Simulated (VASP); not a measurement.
# SiC2 (P3m1) in VASP: notebook, part 2 of 2

VASP 6.6.1.

### Step 4. Single point, PBE

This run uses another cell than the first one, of 9.01 Å³/atom, 1.064 times its volume.

Contents of INCAR:

```
PREC = Accurate
ENCUT = 520
EDIFF = 1E-6
ISMEAR = 0
SIGMA = 0.01
LREAL = False
LASPH = True
NELM = 80
ALGO = Normal
ISIF = 2
LWAVE = False
LCHARG = True
GGA = PE
LELF = True
LVHAR = True
NBANDS = 21
```

Contents of KPOINTS:

```
regular mesh
0
Gamma
  9 9 4
```

Contents of POSCAR:

```
SiC2
1.0
    2.9414508888      0.0000000000      0.0000000000
   -1.4707254444      2.5473711937      0.0000000000
    0.0000000000      0.0000000000      7.2130328028
C Si
4 2
Direct
    0.0000000000      0.0000000000     -0.0204522896
    0.6666666667      0.3333333333      0.6921920663
    0.3333333333      0.6666666667      0.3354215903
    0.6666666667      0.3333333333      0.9057912604
    0.3333333333      0.6666666667      0.5952532218
    0.0000000000      0.0000000000      0.2417941508
```

Potentials or basis: VASP PAW PBE potentials, release 64 (C, Si).

Started as:

```console
$ cat potpaw_PBE.64/C/POTCAR potpaw_PBE.64/Si/POTCAR > POTCAR
$ mpirun -np 1 vasp_std > vasp.out
```

OUTCAR:

```text
PREC = Accurate
   ENCUT = 520
   EDIFF = 1E-6
   ISMEAR = 0
   LREAL = False
   LASPH = True
   NELM = 80
   ISIF = 2
   GGA = PE

 ion  position               nearest neighbor table
   1  0.000  0.000  0.980-   4 1.78   4 1.78   4 1.78   6 1.89
   2  0.667  0.333  0.692-   4 1.54   5 1.84   5 1.84   5 1.84
   3  0.333  0.667  0.335-   6 1.83   6 1.83   6 1.83   5 1.87
   4  0.667  0.333  0.906-   2 1.54   1 1.78   1 1.78   1 1.78
   5  0.333  0.667  0.595-   2 1.84   2 1.84   2 1.84   3 1.87   6 3.06   6 3.06   6 3.06
   6  0.000  0.000  0.242-   3 1.83   3 1.83   3 1.83   1 1.89   5 3.06   5 3.06   5 3.06

  LATTYP: Found a hexagonal cell.
 ALAT       =     2.9414508888
 C/A-ratio  =     2.4522023571

  Lattice vectors:

 A1 = (   2.9414508888,   0.0000000000,   0.0000000000)
 A2 = (  -1.4707254444,   2.5473711937,   0.0000000000)
 A3 = (   0.0000000000,   0.0000000000,   7.2130328028)

Analysis of symmetry for initial positions (statically):
=====================================================================
 Subroutine PRICEL returns:
 Original cell was already a primitive cell.

 Routine SETGRP: Setting up the symmetry group for a
 hexagonal supercell.

 Subroutine GETGRP returns: Found  6 space group operations
 (whereof  6 operations were pure point group operations)
 out of a pool of 24 trial point group operations.

The static configuration has the point symmetry C_3v.

Analysis of symmetry for dynamics (positions and initial velocities):
=====================================================================
 Subroutine PRICEL returns:
 Original cell was already a primitive cell.

 Routine SETGRP: Setting up the symmetry group for a
 hexagonal supercell.

 Subroutine GETGRP returns: Found  6 space group operations
 (whereof  6 operations were pure point group operations)
 out of a pool of 24 trial point group operations.

The dynamic configuration has the point symmetry C_3v.
[... 123 lines left out ...]
   EFERMI_NEDOS =   21; number of points for ismear=-14 and -15
   IALGO  =     38    algorithm
   IMIX   =      4    mixing-type and parameters
     AMIX     =   0.40;   BMIX     =  1.00
     AMIX_MAG =   1.60;   BMIX_MAG =  1.00
  volume/ion in A,a.u.               =       9.01        60.79
  Fermi-wavevector in a.u.,A,eV,Ry     =   1.248978  2.360226 21.224342  1.559945
  Thomas-Fermi vector in A             =   2.383039
   LORBIT       =      0    0 simple, 1 ext, 2 COOP (PROOUT), +10 PAW based schemes
   GGA     = PE    functional components
   LHFCALC =     F    Hartree Fock is set to
   AEXX    =    0.0000 exact exchange contribution
   IVDW    =     0    specifies the selected vdW correction
   LEPSILON=     F    determine dielectric tensor
   LRPA    =     F    only Hartree local field effects (RPA)
 non-spin polarized calculation
 Gauss-broadening in eV      SIGMA  =   0.01
  energy-cutoff  :      520.00
  volume of cell :       54.05
 maximum number of plane-waves:      1515
 NGX is ok and might be reduce to    24
   NGX = 11   NGY = 11   NGZ = 27

 number of electron      24.0000002 magnetization

 Free energy of the ion-electron system (eV)
  ---------------------------------------------------
  ext. energy  EPLUGINS =         0.00000000
  ---------------------------------------------------
  free energy    TOTEN  =       -45.73647856 eV

  energy without entropy =      -45.73647856  energy(sigma->0) =      -45.73647856

 E-fermi :   8.6426     XC(G=0): -11.6819

 val. band max:        8.5927048078   @ k =   0.0000   0.0000   0.0000
 cond. band min:      10.0442799087   @ k =   0.4444   0.0000   0.0000
 fundamental gap:      1.4515751009
 Fermi energy:         8.6426096622

 k-point     1 :       0.0000    0.0000    0.0000
  band No.  band energies     occupation
      1      -8.7710      2.00000
      2      -6.5793      2.00000
      3      -5.7325      2.00000
      4       0.5004      2.00000
      5       1.5726      2.00000
      6       5.9943      2.00000
[... 565 lines left out ...]
     20      17.5033      0.00000
     21      18.4283      0.00000

 [... further k-points ...]
[... 5 lines left out ...]
  --------------------------------------------------------------------------------------
  -------------------------------------------------------------------------------------
  Total       -0.0103080     -0.0103080     -0.0020247      0.0000000      0.0000000      0.0000000
  in kB       -0.3055717     -0.3055717     -0.0600196      0.0000000      0.0000000      0.0000000
  external PRESSURE =      -0.2237210 kB  Pullay stress =       0.0000000 kB

 VOLUME and BASIS-vectors are now :
 -----------------------------------------------------------------------------
  energy-cutoff  :      520.00
  volume of cell :       54.05
      direct lattice vectors                 reciprocal lattice vectors
     2.941450889  0.000000000  0.000000000     0.339968280  0.196280778  0.000000000
    -1.470725444  2.547371194  0.000000000     0.000000000  0.392561556  0.000000000
     0.000000000  0.000000000  7.213032803     0.000000000  0.000000000  0.138637939

 POSITION                                       TOTAL-FORCE (eV/Angst)
 -----------------------------------------------------------------------------------
      0.00000      0.00000      7.06551        -0.000000      0.000000      0.008388
      1.47073      0.84912      4.99280         0.000000      0.000000     -0.034962
     -0.00000      1.69825      2.41941         0.000000      0.000000     -0.003816
      1.47073      0.84912      6.53350         0.000000     -0.000000      0.023716
     -0.00000      1.69825      4.29358         0.000000     -0.000000      0.001456
      0.00000      0.00000      1.74407        -0.000000      0.000000      0.005219
 -----------------------------------------------------------------------------------
    total drift:                               -0.000000     -0.000000     -0.000742

  FREE ENERGIE OF THE ION-ELECTRON SYSTEM (eV)
  ---------------------------------------------------
  free  energy   TOTEN  =       -45.7364785571 eV

  energy  without entropy=      -45.7364785571  energy(sigma->0) =      -45.73647856
```

Wall time 25 s (1 thread of Intel Xeon Platinum 8488C (Sapphire Rapids), shared host); peak memory 0.19 GiB.

What came out:

```yaml
Free_energy: -45.7365 eV
Pressure: 0.0 GPa
Largest_force: 0.035 eV/Å
Band_gap_on_the_k_mesh: 1.45 eV, indirect (least direct gap 2.89 eV)
```

Forces in eV/Å, atoms in the order of the input:
```
C    0.000  0.000  0.008
C    0.000  0.000 -0.035
C    0.000  0.000 -0.004
C    0.000  0.000  0.024
Si   0.000  0.000  0.001
Si   0.000  0.000  0.005
```

Levels at points of the mesh, in eV from the valence-band top:
```csv
k point,band 10,band 11,band 12,band 13,band 14,band 15
"(0.00, 0.00, 0.00)",-0.73,0.00,0.00,2.89,4.77,4.77
"(0.00, 0.00, 0.50)",-0.90,-0.14,-0.14,2.96,4.90,4.90
```

### Step 5. Single point, PBE (volume changed by +3%)

Contents of INCAR:

```
PREC     = Accurate       # precision mode
ENCUT    = 520            # plane-wave cutoff, eV
EDIFF    = 1E-7           # SCF threshold, eV
ISMEAR   = 0              # smearing method
SIGMA    = 0.01           # smearing width, eV
LREAL    = F              # projectors in reciprocal space
LASPH    = T              # aspherical terms in the spheres
NELM     = 100            # most SCF steps
ALGO     = Normal         # electronic algorithm
ISIF     = 2              # what is computed and relaxed
LWAVE    = F              # write WAVECAR
LCHARG   = F              # write CHGCAR
GGA      = PE             # functional
NBANDS   = 21             # bands
```

KPOINTS is that of step 4.

Changes to POSCAR since step 4:

```diff
@@ -2,5 +2,5 @@
 1.0
-    2.9414508888      0.0000000000      0.0000000000
-   -1.4707254444      2.5473711937      0.0000000000
-    0.0000000000      0.0000000000      7.2130328028
+    2.9705760591      0.0000000000      0.0000000000
+   -1.4852880295      2.5725943310      0.0000000000
+    0.0000000000      0.0000000000      7.2844536140
 C Si
```

Started as:

```console
$ cat potpaw_PBE.64/C/POTCAR potpaw_PBE.64/Si/POTCAR > POTCAR
$ mpirun -np 1 vasp_std > vasp.out
```

Wall time 32 s (1 thread of Intel Xeon Platinum 8488C (Sapphire Rapids), shared host); peak memory 0.19 GiB.

It converged, with:

* Free energy: -45.7012 eV
* Pressure: -6.9 GPa
* Largest force: 0.195 eV/Å
* Band gap on the k mesh: 1.47 eV, indirect (least direct gap 2.62 eV)

Forces in eV/Å, atoms in the order of the input:
```
C    0.000  0.000  0.109
C    0.000  0.000 -0.030
C    0.000  0.000 -0.077
C    0.000  0.000 -0.195
Si   0.000  0.000  0.122
Si   0.000  0.000  0.071
```

Stress tensor (GPa, compression positive):
```
-6.57  0.00  0.00
 0.00 -6.57  0.00
 0.00  0.00 -7.54
```

Levels at points of the mesh, in eV from the valence-band top:
```
           k point  band 10  band 11  band 12  band 13  band 14  band 15
(0.00, 0.00, 0.00)    -0.73     0.00     0.00     2.62     4.68     4.68
(0.00, 0.00, 0.50)    -0.89    -0.14    -0.14     2.70     4.80     4.80
```

Caveat: the cell differs from its parent crystal (volume changed by +3%). A k mesh can miss the band edges.

### Step 6. Summary

```tsv
cell	gap on the mesh (eV)	pressure (GPa)	largest force (eV/Å)
a = 2.881, b = 2.881, c = 7.066 Å, angles 90.0, 90.0, 120.0°, 6 atoms	1.40	17.2	0.53
a = 2.912, b = 2.912, c = 7.140 Å, angles 90.0, 90.0, 120.0°, 6 atoms	1.43	7.9	0.27
a = 2.941, b = 2.941, c = 7.213 Å, angles 90.0, 90.0, 120.0°, 6 atoms	1.45	0.0	0.03
a = 2.971, b = 2.971, c = 7.284 Å, angles 90.0, 90.0, 120.0°, 6 atoms	1.47	-6.9	0.20
```

Alike in all rows: task single point; level PBE; potentials or basis VASP PAW PBE potentials, release 64 (C, Si); no spin polarisation; k mesh 9 × 9 × 4; cutoff (eV) 520; smearing gaussian 0.01 eV.

Absolute energies hang on the potentials; compare differences alone.
